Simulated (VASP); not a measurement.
# CdTe (F-43m) in VASP: a series of runs

CdTe is run at these levels: r2SCAN; tasks: single point.

Everything below comes from runs of VASP 6.6.1. Logs are shortened: lines on timing, memory, paths and dates and some standing lists are left out, and cuts for length are marked.

## (1) The cell of the first run

Symmetry: F-43m, No. 216, cubic system. Conventional cell: a = 6.644 Å, b = 6.644 Å, c = 6.644 Å, α = 90.00°, β = 90.00°, γ = 90.00°. Cd (site symmetry -43m) has 4 Te at 2.88 Å within 3.8 Å. Within 3.8 Å of Te (site symmetry -43m) lie 4 Cd at 2.88 Å.

## (2) Single point, r2SCAN (volume scaled by 1.040)

Contents of POSCAR:

```
CdTe
1.0
    0.0000000000      3.3218707474      3.3218707474
    3.3218707474      0.0000000000      3.3218707474
    3.3218707474      3.3218707474      0.0000000000
Cd Te
1 1
Direct
    0.0000000000      0.0000000000      0.0000000000
    0.2500000000      0.2500000000      0.2500000000
```

Contents of INCAR.step1:

```
PREC = Accurate
ENCUT = 520
ISMEAR = 0
SIGMA = 0.05
LREAL = F
LASPH = T
NELM = 80
NBANDS = 16
GGA = PE
ALGO = Normal
EDIFF = 1E-4
LWAVE = T
LCHARG = F
```

Contents of INCAR.step2:

```
PREC = Accurate
ENCUT = 520
EDIFF = 1E-6
ISMEAR = 0
SIGMA = 0.05
LREAL = F
LASPH = T
NELM = 80
ALGO = Normal
ISIF = 2
LWAVE = F
LCHARG = F
METAGGA = R2SCAN
LMIXTAU = T
NBANDS = 16
ISTART = 1
```

Contents of KPOINTS:

```
Automatic mesh
0
Gamma
  10 10 10
```

Potentials or basis: VASP PAW PBE potentials, release 64 (Cd, Te).

Launch:

```sh
$ cat potpaw_PBE.64/Cd/POTCAR potpaw_PBE.64/Te/POTCAR > POTCAR
$ cp INCAR.step1 INCAR
$ mpirun -np 1 vasp_std > vasp.out
$ cp INCAR.step2 INCAR
$ mpirun -np 1 vasp_std > vasp.out
```

OUTCAR:

```text
PREC = Accurate
   ENCUT = 520
   EDIFF = 1E-6
   ISMEAR = 0
   LREAL = F
   LASPH = T
   NELM = 80
   ISIF = 2
   METAGGA = R2SCAN
   ISTART = 1

 ion  position               nearest neighbor table
   1  0.000  0.000  0.000-   2 2.88   2 2.88   2 2.88   2 2.88
   2  0.250  0.250  0.250-   1 2.88   1 2.88   1 2.88   1 2.88

  LATTYP: Found a face centered cubic cell.
 ALAT       =     6.6437414948

  Lattice vectors:

 A1 = (   0.0000000000,   3.3218707474,   3.3218707474)
 A2 = (   3.3218707474,   0.0000000000,   3.3218707474)
 A3 = (   3.3218707474,   3.3218707474,   0.0000000000)

Analysis of symmetry for initial positions (statically):
=====================================================================
 Subroutine PRICEL returns:
 Original cell was already a primitive cell.

 Routine SETGRP: Setting up the symmetry group for a
 face centered cubic supercell.

 Subroutine GETGRP returns: Found 24 space group operations
 (whereof 24 operations were pure point group operations)
 out of a pool of 48 trial point group operations.

The static configuration has the point symmetry T_d .

Analysis of symmetry for dynamics (positions and initial velocities):
=====================================================================
 Subroutine PRICEL returns:
 Original cell was already a primitive cell.

 Routine SETGRP: Setting up the symmetry group for a
 face centered cubic supercell.

 Subroutine GETGRP returns: Found 24 space group operations
 (whereof 24 operations were pure point group operations)
 out of a pool of 48 trial point group operations.

The dynamic configuration has the point symmetry T_d .

 Subroutine INISYM returns: Found 24 space group operations
 (whereof 24 operations are pure point group operations),
 and found     1 'primitive' translations

----------------------------------------------------------------------------------------

                                     Primitive cell

  volume of cell :      73.3125

  direct lattice vectors                    reciprocal lattice vectors
     0.000000000  3.321870747  3.321870747    -0.150517596  0.150517596  0.150517596
     3.321870747  0.000000000  3.321870747     0.150517596 -0.150517596  0.150517596
     3.321870747  3.321870747  0.000000000     0.150517596  0.150517596 -0.150517596

  length of vectors
     4.697834663  4.697834663  4.697834663     0.260704124  0.260704124  0.260704124

  position of ions in fractional coordinates (direct lattice)
     0.000000000  0.000000000  0.000000000
     0.250000000  0.250000000  0.250000000

  ion indices of the primitive-cell ions
   primitive index   ion index
                 1           1
                 2           2

----------------------------------------------------------------------------------------

 KPOINTS: Automatic mesh

Automatic generation of k-mesh.
 Grid dimensions read from file:
 generate k-points for:   10   10   10

 Generating k-lattice:

  Cartesian coordinates                     Fractional coordinates (reciprocal lattice)
    -0.015051760  0.015051760  0.015051760     0.100000000  0.000000000  0.000000000
     0.015051760 -0.015051760  0.015051760     0.000000000  0.100000000  0.000000000
     0.015051760  0.015051760 -0.015051760     0.000000000  0.000000000  0.100000000

  Length of vectors
     0.026070412  0.026070412  0.026070412

  Shift w.r.t. Gamma in fractional coordinates (k-lattice)
     0.000000000  0.000000000  0.000000000

 Subroutine IBZKPT returns following result:
 ===========================================

 Found     47 irreducible k-points:

 Following reciprocal coordinates:
            Coordinates               Weight
  0.000000  0.000000  0.000000      1.000000
  0.100000  0.000000  0.000000      8.000000
  0.200000  0.000000  0.000000      8.000000
  0.300000  0.000000  0.000000      8.000000
  0.400000  0.000000  0.000000      8.000000
  0.500000  0.000000  0.000000      4.000000
[... 16 lines left out ...]
  0.300000  0.300000  0.000000      6.000000
  0.400000  0.300000  0.000000     24.000000
 [... further k-points ...]
   k-points           NKPTS =     47   k-points in BZ     NKDIM =     47   number of bands    NBANDS=     16
   number of dos      NEDOS =    301   number of ions     NIONS =      2
   total plane-waves  NPLWV =  46656
   dimension x,y,z NGX =    36 NGY =   36 NGZ =   36
   dimension x,y,z NGXF=    72 NGYF=   72 NGZF=   72
   ions per type =               1   1
   NGX,Y,Z   is equivalent  to a cutoff of  12.74, 12.74, 12.74 a.u.
   NGXF,Y,Z  is equivalent  to a cutoff of  25.48, 25.48, 25.48 a.u.
 SYSTEM =  unknown system
   PREC   = accura    normal or accurate (medium, high low for compatibility)
   ISTART =      1    job   : 0-new  1-cont  2-samecut
   ICHARG =      0    charge: 1-file 2-atom 10-const
   ISPIN  =      1    spin polarized calculation?
   LNONCOLLINEAR =      F non collinear calculations
   LSORBIT =      F    spin-orbit coupling
   LASPH  =      T    aspherical Exc in radial PAW
   ENCUT  =  520.0 eV  38.22 Ry    6.18 a.u.   8.73  8.73  8.73*2*pi/ulx,y,z
   NELM   =     80;   NELMIN=  2; NELMDL=  0     # of ELM steps
   EDIFF  = 0.1E-05   stopping-criterion for ELM
   LREAL  =      F    real-space projection
   EDIFFG = 0.1E-04   stopping-criterion for IOM
   NSW    =      0    number of steps for IOM
   IBRION =     -1    ionic relax: 0-MD 1-quasi-New 2-CG
   NFREE  =      0    steps in history (QN), initial steepest desc. (CG)
   ISIF   =      2    stress and relaxation
   ISYM   =      2    0-nonsym 1-usesym 2-fastsym
   POTIM  = 0.5000    time-step for ionic-motion
   TEBEG  =    0.0;   TEEND  =   0.0 temperature during run
   PSTRESS=    0.0 pullay stress
   NELECT =      18.0000    total number of electrons
   NUPDOWN=      -1.0000    fix difference up-down
   EMIN   =  10.00;   EMAX   =-10.00  energy-range for DOS
   EFERMI =   0.00;   METHOD = LEGACY
   ISMEAR =     0;   SIGMA  =   0.05  broadening in eV -4-tet -1-fermi 0-gaus
   EFERMI_NEDOS =   21; number of points for ismear=-14 and -15
   IALGO  =     38    algorithm
   IMIX   =      4    mixing-type and parameters
     AMIX     =   0.40;   BMIX     =  1.00
     AMIX_MAG =   1.60;   BMIX_MAG =  1.00
  volume/ion in A,a.u.               =      36.66       247.37
  Fermi-wavevector in a.u.,A,eV,Ry     =   1.025116  1.937188 14.297852  1.050862
  Thomas-Fermi vector in A             =   2.158939
   LORBIT       =      0    0 simple, 1 ext, 2 COOP (PROOUT), +10 PAW based schemes
   METAGGA = R2SCAN    functional components
   LHFCALC =     F    Hartree Fock is set to
   AEXX    =    0.0000 exact exchange contribution
   IVDW    =     0    specifies the selected vdW correction
   LEPSILON=     F    determine dielectric tensor
   LRPA    =     F    only Hartree local field effects (RPA)
 non-spin polarized calculation
 Gauss-broadening in eV      SIGMA  =   0.05
  energy-cutoff  :      520.00
  volume of cell :       73.31
 maximum number of plane-waves:      1992
   NGX = 17   NGY = 17   NGZ = 17

 number of electron      18.0000004 magnetization

 Free energy of the ion-electron system (eV)
  ---------------------------------------------------
  ext. energy  EPLUGINS =         0.00000000
  ---------------------------------------------------
  free energy    TOTEN  =       -46.63424884 eV

  energy without entropy =      -46.63424884  energy(sigma->0) =      -46.63424884

 E-fermi :   1.6701     XC(G=0):  -8.7630

 val. band max:        1.4496845225   @ k =   0.0000   0.0000   0.0000
 cond. band min:       2.4822349938   @ k =   0.0000   0.0000   0.0000
 fundamental gap:      1.0325504712
 Fermi energy:         1.6700504932

 k-point     1 :       0.0000    0.0000    0.0000
  band No.  band energies     occupation
      1      -9.6634      2.00000
      2      -6.8857      2.00000
      3      -6.8857      2.00000
      4      -6.8857      2.00000
      5      -6.6565      2.00000
      6      -6.6565      2.00000
[... 8 lines left out ...]
     15      11.1492      0.00000
     16      11.1492      0.00000

 k-point     2 :       0.1000    0.0000    0.0000
  band No.  band energies     occupation
      1      -9.6304      2.00000
      2      -6.8795      2.00000
      3      -6.8795      2.00000
      4      -6.8567      2.00000
      5      -6.6569      2.00000
      6      -6.6569      2.00000
[... 8 lines left out ...]
     15      10.6291      0.00000
     16      10.6291      0.00000

 k-point     3 :       0.2000    0.0000    0.0000
  band No.  band energies     occupation
      1      -9.5441      2.00000
      2      -6.8640      2.00000
      3      -6.8640      2.00000
      4      -6.7650      2.00000
      5      -6.6570      2.00000
      6      -6.6570      2.00000
[... 8 lines left out ...]
     15      10.2555      0.00000
     16      10.2832      0.00000

 k-point     4 :       0.3000    0.0000    0.0000
  band No.  band energies     occupation
      1      -9.4383      2.00000
      2      -6.8468      2.00000
      3      -6.8468      2.00000
      4      -6.6550      2.00000
      5      -6.6550      2.00000
      6      -6.6088      2.00000
[... 8 lines left out ...]
     15      10.4996      0.00000
     16      10.4996      0.00000
[... 324 lines left out ...]
 k-point    22 :      -0.2000    0.2000    0.0000
  band No.  band energies     occupation
      1      -9.4029      2.00000
      2      -6.8390      2.00000
      3      -6.8270      2.00000
      4      -6.6640      2.00000
      5      -6.6629      2.00000
      6      -6.5542      2.00000
[... 8 lines left out ...]
     15      11.4079      0.00000
     16      12.0239      0.00000

 k-point    23 :       0.3000    0.3000    0.0000
  band No.  band energies     occupation
      1      -9.3668      2.00000
      2      -6.7987      2.00000
      3      -6.7986      2.00000
      4      -6.7210      2.00000
      5      -6.6394      2.00000
      6      -6.5357      2.00000
[... 8 lines left out ...]
     15      11.9266      0.00000
     16      13.1711      0.00000

 k-point    24 :       0.4000    0.3000    0.0000
  band No.  band energies     occupation
      1      -9.3022      2.00000
      2      -6.7869      2.00000
      3      -6.7815      2.00000
      4      -6.7148      2.00000
      5      -6.6370      2.00000
      6      -6.4073      2.00000
[... 8 lines left out ...]
     15      12.3319      0.00000
     16      13.3671      0.00000

 [... further k-points ...]
[... 5 lines left out ...]
  --------------------------------------------------------------------------------------
  -------------------------------------------------------------------------------------
  Total       -0.6154102     -0.6154102     -0.6154102     -0.0000000     -0.0000000      0.0000000
  in kB      -13.4492195    -13.4492195    -13.4492195     -0.0000000     -0.0000000      0.0000000
  external PRESSURE =     -13.4492195 kB  Pullay stress =       0.0000000 kB

 VOLUME and BASIS-vectors are now :
 -----------------------------------------------------------------------------
  energy-cutoff  :      520.00
  volume of cell :       73.31
      direct lattice vectors                 reciprocal lattice vectors
     0.000000000  3.321870747  3.321870747    -0.150517596  0.150517596  0.150517596
     3.321870747  0.000000000  3.321870747     0.150517596 -0.150517596  0.150517596
     3.321870747  3.321870747  0.000000000     0.150517596  0.150517596 -0.150517596

 POSITION                                       TOTAL-FORCE (eV/Angst)
 -----------------------------------------------------------------------------------
      0.00000      0.00000      0.00000        -0.000000      0.000000      0.000000
      1.66094      1.66094      1.66094         0.000000     -0.000000     -0.000000
 -----------------------------------------------------------------------------------
    total drift:                               -0.000001     -0.000001     -0.000001

  FREE ENERGIE OF THE ION-ELECTRON SYSTEM (eV)
  ---------------------------------------------------
  free  energy   TOTEN  =       -46.6342488431 eV

  energy  without entropy=      -46.6342488431  energy(sigma->0) =      -46.63424884
```

Run time: 4.7 min. Hardware: 1 thread of AMD EPYC 7R43 (Zen 3), shared host; peak memory 0.21 GiB.

Results:

| Property | Result |
| --- | --- |
| Free energy | -46.6342 eV |
| Pressure | -1.3 GPa |
| Band gap on the k mesh | 1.03 eV, direct |

Caveat: the PAW data sets were made with another functional, which shifts forces and pressure a little; spin-orbit coupling is left out, which moves the levels of the heavy elements.

## (3) Single point, r2SCAN (volume scaled by 1.070)

Contents of POSCAR:

```
CdTe
1.0
    0.0000000000      3.3535095159      3.3535095159
    3.3535095159      0.0000000000      3.3535095159
    3.3535095159      3.3535095159      0.0000000000
Cd Te
1 1
Direct
    0.0000000000      0.0000000000      0.0000000000
    0.2500000000      0.2500000000      0.2500000000
```

Contents of INCAR.step1:

```
PREC = Accurate ; ENCUT = 520
ISMEAR = 0 ; SIGMA = 0.05
LREAL = F ; LASPH = T
NELM = 60 ; NBANDS = 16
GGA = PE ; ALGO = Normal
EDIFF = 1E-4 ; LWAVE = T
LCHARG = F
```

Contents of INCAR.step2:

```
PREC = Accurate ; ENCUT = 520
EDIFF = 1E-7 ; ISMEAR = 0
SIGMA = 0.05 ; LREAL = F
LASPH = T ; NELM = 60
ALGO = Normal ; ISIF = 2
LWAVE = F ; LCHARG = F
METAGGA = R2SCAN ; LMIXTAU = T
NBANDS = 16 ; ISTART = 1
```

Contents of KPOINTS:

```
regular mesh
0
Gamma
  10 10 10
```

Potentials or basis: VASP PAW PBE potentials, release 64 (Cd, Te).

Launch:

```sh
$ cat potpaw_PBE.64/Cd/POTCAR potpaw_PBE.64/Te/POTCAR > POTCAR
$ cp INCAR.step1 INCAR
$ mpirun -np 1 vasp_std > vasp.out
$ cp INCAR.step2 INCAR
$ mpirun -np 1 vasp_std > vasp.out
```

Run time: 4.3 min. Hardware: 1 thread of AMD EPYC 7R43 (Zen 3), shared host; peak memory 0.22 GiB.

Results (log left out):

| Item | Value |
| --- | --- |
| Free energy | -46.6103 eV |
| Pressure | -2.2 GPa |
| Band gap on the k mesh | 0.94 eV, direct |

Levels at points of the mesh, in eV from the valence-band top:
```
           k point  band 7  band 8  band 9  band 10  band 11  band 12
(0.00, 0.00, 0.00)    0.00    0.00    0.00     0.94     5.09     5.09
(0.50, 0.00, 0.00)   -3.93   -0.65   -0.65     2.11     5.62     5.62
(0.50, 0.50, 0.00)   -3.86   -1.58   -1.58     2.97     3.08     8.88
```

Caveat: the PAW data sets were made with another functional, which shifts forces and pressure a little; spin-orbit coupling is left out, which moves the levels of the heavy elements.
